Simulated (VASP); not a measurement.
Write the native input for VASP 6.6.1 that does the following.

| Item | Value |
| --- | --- |
| Task | single point |
| Functional | PBE |
| Potentials or basis | VASP PAW PBE potentials, release 64 (Bi_d) |
| Cutoff | 520 eV |
| k mesh | 7 × 7 × 11 |
| Occupations | fermi-dirac, width 0.1 eV |
| Spin | no spin polarisation |
| Dipole correction | no |
| Further INCAR settings | ALGO = Normal; EDIFF = 1e-06; NBANDS = 30 |

The structure of Bi lies in POSCAR:

```
Bi
1.0
    5.9529836416      0.0000000000      0.0000000000
   -2.9764918208      5.1554350620      0.0000000000
    0.0000000000      0.0000000000      3.5044189964
Bi
3
Direct
    1.0000000000      1.0000000000      0.0000000000
    0.3333333333      0.6666666667      0.5000000000
    0.6666666667      0.3333333333      0.5000000000
```

This isn't the form of Bi at room conditions, which is rhombohedral.

One way to write it, as run:

INCAR

```
ALGO = Normal ; EDIFF = 1E-6
ENCUT = 520 ; GGA = PE
ISIF = 2 ; ISMEAR = -1
LASPH = True ; LCHARG = False
LREAL = False ; LWAVE = False
NBANDS = 30 ; NELM = 80
PREC = Accurate ; SIGMA = 0.1
```

KPOINTS

```
k-points
0
Gamma
  7 7 11
```

Potentials or basis: VASP PAW PBE potentials, release 64 (Bi_d).

Command:

```sh
$ cat potpaw_PBE.64/Bi_d/POTCAR > POTCAR
$ mpirun -np 1 vasp_std > vasp.out
```

Results of the run:

```yaml
Pressure: -4.4 GPa
Band_gap_on_the_k_mesh: zero (an odd number of electrons rules out a gap without spin polarisation)
```

Caveat: the cell stands under tension; spin-orbit coupling is left out, which moves the levels of the heavy elements.

It took 46 s on 1 thread of Intel(R) Xeon(R) 6975P-C (Granite Rapids) (shared host), peak memory 0.3 GiB.
